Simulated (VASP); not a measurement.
# Na2N (I4/mcm) in VASP: further runs, part 2 of 2

VASP 6.6.1. The steps go on from the part before.

## (3) Relaxation of cell and atoms, PBE, collinear spin, ferromagnetic start

This run uses another cell than the first one, of 16.38 Å³/atom.

INCAR

```
SYSTEM = Na2N
PREC = Accurate
ENCUT = 600
EDIFF = 1E-7
ISMEAR = 0
SIGMA = 0.1
LREAL = .FALSE.
LASPH = .TRUE.
NELM = 150
ALGO = Normal
ISIF = 3
LWAVE = .FALSE.
LCHARG = .FALSE.
ISPIN = 2
MAGMOM = 0 0 0 0 0.31 0.31
LORBIT = 11
GGA = PE
IBRION = 2
NSW = 90
EDIFFG = -0.04
```

KPOINTS

```
Automatic mesh
0
G
  4 4 4
  0 0 0
```

POSCAR

```
Na2N
1.0
   -3.0906244128      3.0906244128      2.5726393377
    3.0906244128     -3.0906244128      2.5726393377
    3.0906244128      3.0906244128     -2.5726393377
Na N
4 2
Direct
    0.6670000000      0.1670000000      0.8340000000
    0.1670000000      0.3330000000      0.5000000000
    0.3330000000      0.8330000000      0.1660000000
    0.8330000000      0.6670000000      0.5000000000
    0.2500000000      0.2500000000      0.0000000000
    0.7500000000      0.7500000000      0.0000000000
```

Potentials or basis: VASP PAW PBE potentials, release 64 (Na_pv, N).

On the command line:

```console
$ cat potpaw_PBE.64/Na_pv/POTCAR potpaw_PBE.64/N/POTCAR > POTCAR
$ mpirun -np 1 vasp_std > vasp.out
```

OUTCAR:

```text
SYSTEM = Na2N
   PREC = Accurate
   ENCUT = 600
   EDIFF = 1E-7
   ISMEAR = 0
   LREAL = .FALSE.
   LASPH = .TRUE.
   NELM = 150
   ISIF = 3
   ISPIN = 2
   LORBIT = 11
   GGA = PE
   IBRION = 2
   NSW = 90
   EDIFFG = -0.04

 ion  position               nearest neighbor table
   1  0.667  0.167  0.834-
   2  0.167  0.333  0.500-
   3  0.333  0.833  0.166-
   4  0.833  0.667  0.500-
   5  0.250  0.250  0.000-
   6  0.750  0.750  0.000-

  LATTYP: Found a body centered tetragonal cell.
 ALAT       =     6.1812488256
 C/A-ratio  =     0.8324011572

  Lattice vectors:

 A1 = (  -3.0906244128,   3.0906244128,   2.5726393377)
 A2 = (   3.0906244128,  -3.0906244128,   2.5726393377)
 A3 = (   3.0906244128,   3.0906244128,  -2.5726393377)

Analysis of symmetry for initial positions (statically):
[... 409 lines left out ...]
 k-point     1 :       0.0000    0.0000    0.0000
  band No.  band energies     occupation
      1     -22.0498      1.00000
      2     -21.9859      1.00000
      3     -21.9859      1.00000
      4     -21.8951      1.00000
      5     -21.8951      1.00000
      6     -21.8624      1.00000
[... 327 lines left out ...]
     22       5.4994      0.00000
     23       6.3120      0.00000
 Fermi energy:         1.2663579980

 spin component 2

 k-point     1 :       0.0000    0.0000    0.0000
  band No.  band energies     occupation
      1     -22.0561      1.00000
      2     -21.9913      1.00000
      3     -21.9913      1.00000
      4     -21.8980      1.00000
      5     -21.8980      1.00000
      6     -21.8678      1.00000
[... 360 lines left out ...]
  FREE ENERGIE OF THE ION-ELECTRON SYSTEM (eV)
  ---------------------------------------------------
  free  energy   TOTEN  =       -18.6667989391 eV

  energy  without entropy=      -18.6507555478  energy(sigma->0) =      -18.65877724

 reached required accuracy - stopping structural energy minimisation

 total charge

# of ion       s       p       d       tot
------------------------------------------
    1        0.089   5.999   0.000   6.087
    2        0.089   5.999   0.000   6.087
    3        0.089   5.999   0.000   6.087
    4        0.089   5.999   0.000   6.087
    5        1.288   2.155   0.000   3.443
    6        1.288   2.155   0.000   3.443
--------------------------------------------------
tot          2.930  28.306   0.000  31.236

 magnetization (x)

# of ion       s       p       d       tot
------------------------------------------
    1       -0.004  -0.001   0.000  -0.005
    2       -0.004  -0.001   0.000  -0.005
    3       -0.004  -0.001   0.000  -0.005
    4       -0.004  -0.001   0.000  -0.005
    5        0.003   0.185   0.000   0.189
    6        0.003   0.185   0.000   0.189
--------------------------------------------------
tot         -0.010   0.367   0.000   0.357
```

OSZICAR:

```text
N       E                     dE             d eps       ncg     rms          rms(c)
DAV:   1     0.399950942418E+03    0.39995E+03   -0.22189E+04  1196   0.214E+03
[... 151 lines left out ...]
DAV:   2    -0.186723776930E+02    0.17111E-01   -0.61399E-02  1416   0.249E+00    0.587E-01
DAV:   3    -0.186682478854E+02    0.41298E-02   -0.47206E-03  1492   0.865E-01    0.290E-01
DAV:   4    -0.186668408236E+02    0.14071E-02   -0.96497E-04  1467   0.379E-01    0.365E-02
DAV:   5    -0.186667988205E+02    0.42003E-04   -0.13431E-04  1365   0.168E-01    0.159E-02
DAV:   6    -0.186667987310E+02    0.89545E-07   -0.58961E-06  1503   0.302E-02    0.658E-03
DAV:   7    -0.186667988567E+02   -0.12569E-06   -0.54548E-07  1230   0.944E-03    0.221E-03
DAV:   8    -0.186667989391E+02   -0.82416E-07   -0.16750E-07   873   0.495E-03
  14 F= -.18666799E+02 E0= -.18658777E+02  d E =-.342564E-02  mag=     0.4999
```

CONTCAR:

```text
Na2N
   1.00000000000000
    -2.9146868389802338    2.9146868389802334    2.8790983309794100
     2.9146868389802338   -2.9146868389802334    2.8790983309794100
     2.9146868389802338    2.9146868389802334   -2.8790983309794100
  Na              N
     4     2
Direct
     0.7194534507268453    0.2194534507268454    0.9389069014536910
     0.2194534507268454    0.2805465492731544    0.5000000000000000
     0.2805465492731545    0.7805465492731547    0.0610930985463091
     0.7805465492731547    0.7194534507268453    0.5000000000000000
     0.2500000000000000    0.2500000000000000    0.0000000000000000
     0.7500000000000000    0.7500000000000000    0.0000000000000000

  0.00000000E+00  0.00000000E+00  0.00000000E+00
  0.00000000E+00  0.00000000E+00  0.00000000E+00
  0.00000000E+00  0.00000000E+00  0.00000000E+00
  0.00000000E+00  0.00000000E+00  0.00000000E+00
  0.00000000E+00  0.00000000E+00  0.00000000E+00
  0.00000000E+00  0.00000000E+00  0.00000000E+00
```

It took 7.9 min on 1 thread of Intel Xeon 6975P-C (Granite Rapids), shared host; peak memory 0.32 GiB.

What came out:

| Property | Result |
| --- | --- |
| Free energy | -18.6668 eV |
| Relaxed volume | 16.31 Å³/atom |
| Relaxed cell | a = 5.028 Å, b = 5.028 Å, c = 5.028 Å, α = 109.14°, β = 109.14°, γ = 110.13° |
| Space group after relaxing (to 0.1 Å) | I4/mcm (No. 140) |
| Energy gained by relaxing | 158.4 meV/atom |
| Ionic steps | 14 |
| Pressure after relaxing | -0.2 GPa |
| Largest force after relaxing | 0.025 eV/Å |
| Net moment | 0.50 μB per cell |
| Site moments | Na -0.01; N +0.19 μB |
| Valence electrons inside the program's atomic spheres | Na 6.09; N 3.44 |

Forces on the atoms (eV/Å):
```
Na   0.018  0.018  0.000
Na  -0.018  0.018  0.000
Na  -0.018 -0.018  0.000
Na   0.018 -0.018  0.000
N    0.000  0.000  0.000
N    0.000  0.000  0.000
```

The path:
| step | energy change (eV) | largest force (eV/Å) | pressure (GPa) | volume (Å³) |
| --- | --- | --- | --- | --- |
| 1 | 0.0000 | 0.7900 | -2.16 | 98.29 |
| 2 | -0.3663 | 0.6554 | -1.09 | 95.08 |
| 3 | -0.6923 | 0.4086 | 1.89 | 89.17 |
| 4 | -0.7004 | 0.3472 | 2.78 | 87.65 |
| 5 | -0.7857 | 0.3019 | 1.02 | 91.50 |
| 6 | -0.8227 | 0.2560 | -0.77 | 96.45 |
| 7 | -0.8771 | 0.1930 | -0.63 | 96.75 |
| 8 | -0.9178 | 0.1062 | -0.41 | 97.19 |
| 9 | -0.9186 | 0.0944 | -0.38 | 97.25 |
| 10 | -0.9354 | 0.0615 | 0.21 | 96.04 |
| 11 | -0.9396 | 0.0345 | 0.79 | 94.92 |
| 12 | -0.9472 | 0.0291 | 0.05 | 96.99 |
| 13 | -0.9472 | 0.0290 | 0.05 | 97.02 |
| 14 | -0.9506 | 0.0251 | -0.19 | 97.84 |

Final structure:
```xyz
6
Lattice="-2.9147 2.9147 2.8791 2.9147 -2.9147 2.8791 2.9147 2.9147 -2.8791" Properties=species:S:1:pos:R:3 pbc="T T T"
Na    1.2793    4.1940    0.0000
Na    1.6354    1.2793    0.0000
Na    1.6354   -1.2793    2.8791
Na    1.2793    1.6354    2.8791
N     0.0000    0.0000    1.4395
N     0.0000    0.0000    4.3186
```

Caveat: the k points lie up to 0.38 Å⁻¹ apart in the final cell.
